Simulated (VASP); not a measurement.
A run of VASP 6.6.1 is set up as follows.

File INCAR:

```
SYSTEM = Co
PREC = Accurate
ENCUT = 520
EDIFF = 1E-7
ISMEAR = -1
SIGMA = 0.05
LREAL = .FALSE.
LASPH = .TRUE.
NELM = 150
ALGO = Normal
ISIF = 2
LWAVE = .FALSE.
LCHARG = .FALSE.
ISPIN = 2
MAGMOM = 1.558 1.558
LORBIT = 11
LMAXMIX = 4
GGA = CA
NBANDS = 20
```

KPOINTS

```
Automatic mesh
0
G
  21 21 12
  0 0 0
```

File POSCAR:

```
Co
1.0
    2.4273810165      0.0000000000      0.0000000000
   -1.2136905082      2.1021736250      0.0000000000
    0.0000000000      0.0000000000      3.9230481332
Co
2
Direct
    0.3333333333      0.6666666667      0.2500000000
    0.6666666667      0.3333333333      0.7500000000
```

Potentials or basis: VASP PAW LDA potentials, release 64 (Co).

Command:

```sh
$ cat potpaw_LDA.64/Co/POTCAR > POTCAR
$ mpirun -np 1 vasp_std > vasp.out
```

Question: Estimate the site moments.

Answer: Co +1.49 μB.

Question: What does it give for the net moment?

Answer: 2.98 μB per cell.

Stress tensor (GPa, compression positive):
```
-0.72  0.00  0.00
 0.00 -0.72  0.00
 0.00  0.00 -1.68
```
